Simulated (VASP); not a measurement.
# ZrSnTe4 (F-43m) in VASP: further runs

Runs on ZrSnTe4. Level: PBE. Tasks: single point, relaxation of cell and atoms.

All numbers are computed with VASP 6.6.1; they aren't measurements. Logs are shortened: lines on timing, memory, paths and dates and some standing lists are left out, and cuts for length are marked.

### 1 The cell of the first run

It takes space group F-43m (No. 216, cubic). Conventional cell: a = 8.801 Å, b = 8.801 Å, c = 8.801 Å, α = 90.00°, β = 90.00°, γ = 90.00°. Within 4.8 Å of Zr (site symmetry -43m) lie 12 Te at 3.65 Å and 4 Sn at 3.81 Å. Sn (site symmetry -43m) has 12 Te at 3.65 Å and 4 Zr at 3.81 Å within 4.8 Å. Within 4.1 Å of Te (site symmetry 3m) lie 6 Te at 3.10 to 3.12 Å and 3 Sn at 3.65 Å and 3 Zr at 3.65 Å.

The cell was generated, and may not be a known phase.

### 2 Single point, PBE

Contents of INCAR:

```
PREC = Accurate
ENCUT = 520
EDIFF = 1E-6
ISMEAR = 0
SIGMA = 0.1
LREAL = F
LASPH = T
NELM = 80
ALGO = Normal
ISIF = 2
LWAVE = F
LCHARG = F
GGA = PE
NBANDS = 34
```

Contents of KPOINTS:

```
regular mesh
0
Gamma
  4 4 4
```

Contents of POSCAR:

```
ZrSnTe4
1.0
    0.0000000000      4.4002995000      4.4002995000
    4.4002995000      0.0000000000      4.4002995000
    4.4002995000      4.4002995000      0.0000000000
Zr Sn Te
1 1 4
Direct
    0.2500000000      0.2500000000      0.2500000000
    0.0000000000      0.0000000000      0.0000000000
    0.6253180000      0.6253180000      0.6253180000
    0.6253180000      0.6253180000      0.1240460000
    0.6253180000      0.1240460000      0.6253180000
    0.1240460000      0.6253180000      0.6253180000
```

Potentials or basis: VASP PAW PBE potentials, release 64 (Zr_sv, Sn_d, Te).

Launch:

```sh
$ cat potpaw_PBE.64/Zr_sv/POTCAR potpaw_PBE.64/Sn_d/POTCAR potpaw_PBE.64/Te/POTCAR > POTCAR
$ mpirun -np 1 vasp_std > vasp.out
```

OUTCAR:

```text
PREC = Accurate
   ENCUT = 520
   EDIFF = 1E-6
   ISMEAR = 0
   LREAL = F
   LASPH = T
   NELM = 80
   ISIF = 2
   GGA = PE

 ion  position               nearest neighbor table
   1  0.250  0.250  0.250-   4 3.65   5 3.65   6 3.65   3 3.65   5 3.65   6 3.65   3 3.65   4 3.65
                             6 3.65   3 3.65   4 3.65   5 3.65   2 3.81   2 3.81   2 3.81   2 3.81
   2  0.000  0.000  0.000-   5 3.65   6 3.65   3 3.65   4 3.65   4 3.65   4 3.65   3 3.65   5 3.65
                             6 3.65   3 3.65   5 3.65   6 3.65   1 3.81   1 3.81   1 3.81   1 3.81
   3  0.625  0.625  0.625-   4 3.10   5 3.10   6 3.10   4 3.12   5 3.12   6 3.12   2 3.65   2 3.65
                             2 3.65   1 3.65   1 3.65   1 3.65
   4  0.625  0.625  0.124-   3 3.10   5 3.10   6 3.10   3 3.12   5 3.12   6 3.12   2 3.65   2 3.65
                             2 3.65   1 3.65   1 3.65   1 3.65
   5  0.625  0.124  0.625-   3 3.10   4 3.10   6 3.10   4 3.12   3 3.12   6 3.12   2 3.65   2 3.65
                             2 3.65   1 3.65   1 3.65   1 3.65
   6  0.124  0.625  0.625-   3 3.10   4 3.10   5 3.10   3 3.12   4 3.12   5 3.12   2 3.65   2 3.65
                             2 3.65   1 3.65   1 3.65   1 3.65

  LATTYP: Found a face centered cubic cell.
 ALAT       =     8.8005990000

  Lattice vectors:

 A1 = (   0.0000000000,   4.4002995000,   4.4002995000)
 A2 = (   4.4002995000,   0.0000000000,   4.4002995000)
 A3 = (   4.4002995000,   4.4002995000,   0.0000000000)

Analysis of symmetry for initial positions (statically):
=====================================================================
 Subroutine PRICEL returns:
 Original cell was already a primitive cell.

 Routine SETGRP: Setting up the symmetry group for a
 face centered cubic supercell.

 Subroutine GETGRP returns: Found 24 space group operations
 (whereof 24 operations were pure point group operations)
 out of a pool of 48 trial point group operations.

The static configuration has the point symmetry T_d .

Analysis of symmetry for dynamics (positions and initial velocities):
=====================================================================
 Subroutine PRICEL returns:
 Original cell was already a primitive cell.

 Routine SETGRP: Setting up the symmetry group for a
 face centered cubic supercell.

 Subroutine GETGRP returns: Found 24 space group operations
 (whereof 24 operations were pure point group operations)
 out of a pool of 48 trial point group operations.

The dynamic configuration has the point symmetry T_d .

 Subroutine INISYM returns: Found 24 space group operations
 (whereof 24 operations are pure point group operations),
 and found     1 'primitive' translations

----------------------------------------------------------------------------------------

                                     Primitive cell

  volume of cell :     170.4028

  direct lattice vectors                    reciprocal lattice vectors
     0.000000000  4.400299500  4.400299500    -0.113628629  0.113628629  0.113628629
     4.400299500  0.000000000  4.400299500     0.113628629 -0.113628629  0.113628629
     4.400299500  4.400299500  0.000000000     0.113628629  0.113628629 -0.113628629

  length of vectors
     6.222963231  6.222963231  6.222963231     0.196810559  0.196810559  0.196810559

  position of ions in fractional coordinates (direct lattice)
     0.250000000  0.250000000  0.250000000
     0.000000000  0.000000000  0.000000000
     0.625318000  0.625318000  0.625318000
     0.625318000  0.625318000  0.124046000
     0.625318000  0.124046000  0.625318000
     0.124046000  0.625318000  0.625318000

  ion indices of the primitive-cell ions
   primitive index   ion index
                 1           1
                 2           2
                 3           3
                 4           4
                 5           5
                 6           6

----------------------------------------------------------------------------------------

 KPOINTS: regular mesh

Automatic generation of k-mesh.
 Grid dimensions read from file:
 generate k-points for:    4    4    4

 Generating k-lattice:

  Cartesian coordinates                     Fractional coordinates (reciprocal lattice)
    -0.028407157  0.028407157  0.028407157     0.250000000  0.000000000  0.000000000
     0.028407157 -0.028407157  0.028407157     0.000000000  0.250000000  0.000000000
     0.028407157  0.028407157 -0.028407157     0.000000000  0.000000000  0.250000000

  Length of vectors
     0.049202640  0.049202640  0.049202640

  Shift w.r.t. Gamma in fractional coordinates (k-lattice)
     0.000000000  0.000000000  0.000000000

 Subroutine IBZKPT returns following result:
 ===========================================

 Found      8 irreducible k-points:

 Following reciprocal coordinates:
            Coordinates               Weight
  0.000000  0.000000  0.000000      1.000000
  0.250000  0.000000  0.000000      8.000000
  0.500000  0.000000  0.000000      4.000000
  0.250000  0.250000  0.000000      6.000000
  0.500000  0.250000  0.000000     24.000000
 -0.250000  0.250000  0.000000     12.000000
  0.500000  0.500000  0.000000      3.000000
 -0.250000  0.500000  0.250000      6.000000
   k-points           NKPTS =      8   k-points in BZ     NKDIM =      8   number of bands    NBANDS=     34
   number of dos      NEDOS =    301   number of ions     NIONS =      6
   total plane-waves  NPLWV = 110592
   dimension x,y,z NGX =    48 NGY =   48 NGZ =   48
   dimension x,y,z NGXF=    96 NGYF=   96 NGZF=   96
   ions per type =               1   1   4
   NGX,Y,Z   is equivalent  to a cutoff of  12.82, 12.82, 12.82 a.u.
   NGXF,Y,Z  is equivalent  to a cutoff of  25.65, 25.65, 25.65 a.u.
 SYSTEM =  unknown system
   PREC   = accura    normal or accurate (medium, high low for compatibility)
   ISTART =      0    job   : 0-new  1-cont  2-samecut
   ICHARG =      2    charge: 1-file 2-atom 10-const
   ISPIN  =      1    spin polarized calculation?
   LNONCOLLINEAR =      F non collinear calculations
   LSORBIT =      F    spin-orbit coupling
   LASPH  =      T    aspherical Exc in radial PAW
   ENCUT  =  520.0 eV  38.22 Ry    6.18 a.u.  11.57 11.57 11.57*2*pi/ulx,y,z
   NELM   =     80;   NELMIN=  2; NELMDL= -5     # of ELM steps
   EDIFF  = 0.1E-05   stopping-criterion for ELM
   LREAL  =      F    real-space projection
   EDIFFG = 0.1E-04   stopping-criterion for IOM
   NSW    =      0    number of steps for IOM
   IBRION =     -1    ionic relax: 0-MD 1-quasi-New 2-CG
   NFREE  =      0    steps in history (QN), initial steepest desc. (CG)
   ISIF   =      2    stress and relaxation
   ISYM   =      2    0-nonsym 1-usesym 2-fastsym
   POTIM  = 0.5000    time-step for ionic-motion
   TEBEG  =    0.0;   TEEND  =   0.0 temperature during run
   PSTRESS=    0.0 pullay stress
   NELECT =      50.0000    total number of electrons
   NUPDOWN=      -1.0000    fix difference up-down
   EMIN   =  10.00;   EMAX   =-10.00  energy-range for DOS
   EFERMI =   0.00;   METHOD = LEGACY
   ISMEAR =     0;   SIGMA  =   0.10  broadening in eV -4-tet -1-fermi 0-gaus
   EFERMI_NEDOS =   21; number of points for ismear=-14 and -15
   IALGO  =     38    algorithm
   IMIX   =      4    mixing-type and parameters
     AMIX     =   0.40;   BMIX     =  1.00
     AMIX_MAG =   1.60;   BMIX_MAG =  1.00
  volume/ion in A,a.u.               =      28.40       191.66
  Fermi-wavevector in a.u.,A,eV,Ry     =   1.087859  2.055755 16.101640  1.183437
  Thomas-Fermi vector in A             =   2.224028
   LORBIT       =      0    0 simple, 1 ext, 2 COOP (PROOUT), +10 PAW based schemes
   GGA     = PE    functional components
   LHFCALC =     F    Hartree Fock is set to
   AEXX    =    0.0000 exact exchange contribution
   IVDW    =     0    specifies the selected vdW correction
   LEPSILON=     F    determine dielectric tensor
   LRPA    =     F    only Hartree local field effects (RPA)
 non-spin polarized calculation
 Gauss-broadening in eV      SIGMA  =   0.10
  energy-cutoff  :      520.00
  volume of cell :      170.40
 maximum number of plane-waves:      4621
 NGX is ok and might be reduce to    48
   NGX = 23   NGY = 23   NGZ = 23

 number of electron      49.9999995 magnetization

 Free energy of the ion-electron system (eV)
  ---------------------------------------------------
  ext. energy  EPLUGINS =         0.00000000
  ---------------------------------------------------
  free energy    TOTEN  =       -21.42236310 eV

  energy without entropy =      -21.37352091  energy(sigma->0) =      -21.39794201

 E-fermi :   8.2772     XC(G=0): -10.0785

 val. band max:        8.2645612935   @ k =  -0.2500   0.5000   0.2500
 cond. band min:       8.3104921561   @ k =  -0.2500   0.2500   0.0000
 fundamental gap:      0.0459308626
 Fermi energy:         8.2771754360

 k-point     1 :       0.0000    0.0000    0.0000
  band No.  band energies     occupation
      1     -42.1728      2.00000
      2     -20.1239      2.00000
      3     -20.1239      2.00000
      4     -20.1239      2.00000
      5     -13.2989      2.00000
      6     -13.2989      2.00000
[... 26 lines left out ...]
     33      10.5300      0.00000
     34      10.5300      0.00000

 k-point     2 :       0.2500    0.0000    0.0000
  band No.  band energies     occupation
      1     -42.1728      2.00000
      2     -20.1242      2.00000
      3     -20.1240      2.00000
      4     -20.1240      2.00000
      5     -13.2990      2.00000
      6     -13.2988      2.00000
[... 26 lines left out ...]
     33      10.8782      0.00000
     34      10.8914      0.00000

 k-point     3 :       0.5000    0.0000    0.0000
  band No.  band energies     occupation
      1     -42.1728      2.00000
      2     -20.1245      2.00000
      3     -20.1240      2.00000
      4     -20.1240      2.00000
      5     -13.2990      2.00000
      6     -13.2987      2.00000
[... 26 lines left out ...]
     33      10.1199      0.00000
     34      11.3340      0.00000

 k-point     4 :       0.2500    0.2500    0.0000
  band No.  band energies     occupation
      1     -42.1728      2.00000
      2     -20.1242      2.00000
      3     -20.1240      2.00000
      4     -20.1240      2.00000
      5     -13.2991      2.00000
      6     -13.2987      2.00000
[... 26 lines left out ...]
     33      10.6394      0.00000
     34      10.6413      0.00000

 k-point     5 :       0.5000    0.2500    0.0000
  band No.  band energies     occupation
      1     -42.1728      2.00000
      2     -20.1244      2.00000
      3     -20.1241      2.00000
      4     -20.1241      2.00000
      5     -13.2991      2.00000
      6     -13.2987      2.00000
[... 26 lines left out ...]
     33      10.1713      0.00000
     34      10.6396      0.00000

 k-point     6 :      -0.2500    0.2500    0.0000
  band No.  band energies     occupation
      1     -42.1728      2.00000
      2     -20.1244      2.00000
      3     -20.1242      2.00000
      4     -20.1240      2.00000
      5     -13.2990      2.00000
      6     -13.2988      2.00000
[... 26 lines left out ...]
     33      10.4026      0.00000
     34      10.9234      0.00000

 k-point     7 :       0.5000    0.5000    0.0000
  band No.  band energies     occupation
      1     -42.1728      2.00000
      2     -20.1245      2.00000
      3     -20.1241      2.00000
      4     -20.1241      2.00000
      5     -13.2993      2.00000
      6     -13.2985      2.00000
[... 26 lines left out ...]
     33      10.8098      0.00000
     34      10.9230      0.00000

 k-point     8 :      -0.2500    0.5000    0.2500
  band No.  band energies     occupation
      1     -42.1728      2.00000
      2     -20.1244      2.00000
      3     -20.1242      2.00000
      4     -20.1241      2.00000
      5     -13.2991      2.00000
      6     -13.2988      2.00000
[... 26 lines left out ...]
     33       9.9858      0.00000
     34      10.4720      0.00000

------------------------ aborting loop because EDIFF is reached ----------------------------------------

  FORCE on cell =-STRESS in cart. coord.  units (eV):
  Direction    XX          YY          ZZ          XY          YZ          ZX
  --------------------------------------------------------------------------------------
  -------------------------------------------------------------------------------------
  Total        1.6699764      1.6699764      1.6699764      0.0000000      0.0000000      0.0000000
  in kB       15.7016110     15.7016110     15.7016110      0.0000000      0.0000000      0.0000000
  external PRESSURE =      15.7016110 kB  Pullay stress =       0.0000000 kB

 VOLUME and BASIS-vectors are now :
 -----------------------------------------------------------------------------
  energy-cutoff  :      520.00
  volume of cell :      170.40
      direct lattice vectors                 reciprocal lattice vectors
     0.000000000  4.400299500  4.400299500    -0.113628629  0.113628629  0.113628629
     4.400299500  0.000000000  4.400299500     0.113628629 -0.113628629  0.113628629
     4.400299500  4.400299500  0.000000000     0.113628629  0.113628629 -0.113628629

 POSITION                                       TOTAL-FORCE (eV/Angst)
 -----------------------------------------------------------------------------------
      2.20015      2.20015      2.20015         0.000000      0.000000      0.000000
      0.00000      0.00000      0.00000         0.000000      0.000000      0.000000
      5.50317      5.50317      5.50317        -0.174619     -0.174619     -0.174619
      3.29743      3.29743      5.50317         0.174619      0.174619     -0.174619
      3.29743      5.50317      3.29743         0.174619     -0.174619      0.174619
      5.50317      3.29743      3.29743        -0.174619      0.174619      0.174619
 -----------------------------------------------------------------------------------
    total drift:                                0.000000      0.000000      0.000000

  FREE ENERGIE OF THE ION-ELECTRON SYSTEM (eV)
  ---------------------------------------------------
  free  energy   TOTEN  =       -21.4223631042 eV

  energy  without entropy=      -21.3735209115  energy(sigma->0) =      -21.39794201
```

Wall time 41 s (1 thread of Intel Xeon 6975P-C (Granite Rapids), shared host); peak memory 0.33 GiB.

Results:

- Free energy: -21.4224 eV
- Pressure: 1.6 GPa
- Largest force: 0.302 eV/Å
- Band gap on the k mesh: zero (bands 25 and 26 overlap by 1.38 eV)

Forces in eV/Å, atoms in the order of the input:
```
Zr   0.000  0.000  0.000
Sn   0.000  0.000  0.000
Te  -0.175 -0.175 -0.175
Te   0.175  0.175 -0.175
Te   0.175 -0.175  0.175
Te  -0.175  0.175  0.175
```

Caveat: spin-orbit coupling is left out, which moves the levels of the heavy elements.

### 3 Single point, PBE

This run uses another cell than the first one, of 28.89 Å³/atom.

Contents of INCAR:

```
SYSTEM = ZrSnTe4
PREC = Accurate
ENCUT = 520
EDIFF = 1E-6
ISMEAR = 0
SIGMA = 0.1
LREAL = .False.
LASPH = .True.
NELM = 100
ALGO = Normal
ISIF = 2
LWAVE = .False.
LCHARG = .False.
GGA = PE
NBANDS = 34
```

Contents of KPOINTS:

```
regular mesh
0
Gamma
  8 8 8
  0 0 0
```

Contents of POSCAR:

```
ZrSnTe4
1.0
    0.0000000000      4.4256594839      4.4256594839
    4.4256594839      0.0000000000      4.4256594839
    4.4256594839      4.4256594839      0.0000000000
Zr Sn Te
1 1 4
Direct
    0.2500000000      0.2500000000      0.2500000000
    0.0000000000      0.0000000000      0.0000000000
    0.6244008545      0.6244008545      0.6244008545
    0.6244008545      0.6244008545      0.1267974365
    0.6244008545      0.1267974365      0.6244008545
    0.1267974365      0.6244008545      0.6244008545
```

Potentials or basis: VASP PAW PBE potentials, release 64 (Zr_sv, Sn_d, Te).

Launch:

```sh
$ cat potpaw_PBE.64/Zr_sv/POTCAR potpaw_PBE.64/Sn_d/POTCAR potpaw_PBE.64/Te/POTCAR > POTCAR
$ mpirun -np 1 vasp_std > vasp.out
```

Wall time 1.8 min (1 thread of Intel Xeon 6975P-C (Granite Rapids), shared host); peak memory 0.41 GiB.

Results (log left out):

```
Free energy            : -21.7950 eV
Pressure               : -0.1 GPa
Band gap on the k mesh : zero (bands 25 and 26 overlap by 1.32 eV)
```

Levels at points of the mesh, in eV from the Fermi level:
| k point | band 22 | band 23 | band 24 | band 25 | band 26 | band 27 | band 28 | band 29 |
| --- | --- | --- | --- | --- | --- | --- | --- | --- |
| (0.00, 0.00, 0.00) | -0.82 | -0.82 | 0.34 | 0.97 | 0.97 | 0.97 | 1.19 | 1.19 |
| (0.50, 0.00, 0.00) | -2.50 | -2.50 | -0.09 | 0.17 | 0.17 | 0.40 | 0.91 | 0.91 |
| (0.50, 0.50, 0.00) | -2.59 | -2.21 | -1.88 | -0.35 | -0.35 | -0.17 | 0.63 | 1.49 |

Caveat: spin-orbit coupling is left out, which moves the levels of the heavy elements.

(Part 1 of 2 ends here.)

The gap in the log of VASP goes by the Fermi energy; the results here count the filled bands.